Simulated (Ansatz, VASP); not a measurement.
HfSiO4 in VASP and in Ansatz

INCAR

```
ALGO = Normal
EDIFF = 1E-7
ENCUT = 520
GGA = PE
ISIF = 2
ISMEAR = 0
LASPH = True
LCHARG = False
LREAL = False
LWAVE = False
NBANDS = 28
NELM = 80
PREC = Accurate
SIGMA = 0.1
```

The input KPOINTS:

```
k-points
0
Gamma
  6 6 4
```

Contents of POSCAR:

```
HfSiO4
1.0
    4.6772160400      0.0000000000      0.0000000000
   -2.3386080200      4.0505879100      0.0000000000
    0.0000000000      0.0000000000      3.7934471300
Hf Si O
1 1 4
Direct
    0.0000000000      0.0000000000      0.0000000000
    0.3333333300      0.6666666700      0.0000000000
    0.6666666700      0.3333333300      0.0000000000
    0.0038460000      0.5019230000      0.5000000000
    0.4980770000      0.5019230000      0.5000000000
    0.4980770000      0.9961540000      0.5000000000
```

Input for Ansatz:

```yaml
crystal:
  lattice:
    - [4.67721604, 0.0, 0.0]
    - [-2.33860802, 4.05058791, 0.0]
    - [0.0, 0.0, 3.79344713]
  atoms:
    - { symbol: Hf, position: [0.0, 0.0, 0.0] }
    - { symbol: Si, position: [0.33333333, 0.66666667, 0.0] }
    - { symbol: O, position: [0.66666667, 0.33333333, 0.0] }
    - { symbol: O, position: [0.003846, 0.501923, 0.5] }
    - { symbol: O, position: [0.498077, 0.501923, 0.5] }
    - { symbol: O, position: [0.498077, 0.996154, 0.5] }
basis:
  ecutwfc: 420
kpoints:
  mp_grid: { grid: [6, 6, 4] }
hamiltonian:
  xc: pbe
scf:
  occupations: { method: gaussian, width: 0.1 }
  lower_state_search: "off"
output:
  forces: true
  stress: true
  eigenvalues: true
```

Change from the starting cell: species swapped into the CeCuPt4 type (P-6m2, No. 187).

Alike in both runs: task single point; functional PBE; k mesh 6 × 6 × 4; occupations gaussian, width 0.1 eV; no spin polarisation.

|  | VASP | Ansatz |
| --- | --- | --- |
| version | VASP 6.6.1 | Ansatz 0.2.0 |
| potentials or method | VASP PAW PBE potentials, release 64 (Hf_pv, Si, O), cutoff 520 eV | scalar-relativistic, plane waves, PAW |
| valence electrons in the cell | 38 | 54 |

```tsv
	VASP	Ansatz	Ansatz less VASP
gap on the k mesh at the Fermi level (eV)	none	none	-
pressure (GPa)	-14.1	-13.6	+0.52
traceless stress, the component that is largest in VASP (GPa)	-8.12	-8.42	-0.300
rms of the force components (eV/Å)	0.407	0.410	+0.0028
```

Atom by atom the forces differ by 0.003 eV/Å (rms over components). A gap of «none» marks a metal or a gap that the smearing closes. With one functional, cell and mesh, what is left measures potentials, basis and numerics. VASP's potentials hold 38 valence electrons a cell and Ansatz's 54, so a difference there can come from the potentials and not from the codes.

The k mesh is coarse, so the values compare programs but aren't converged. Neither program's run includes spin-orbit coupling.
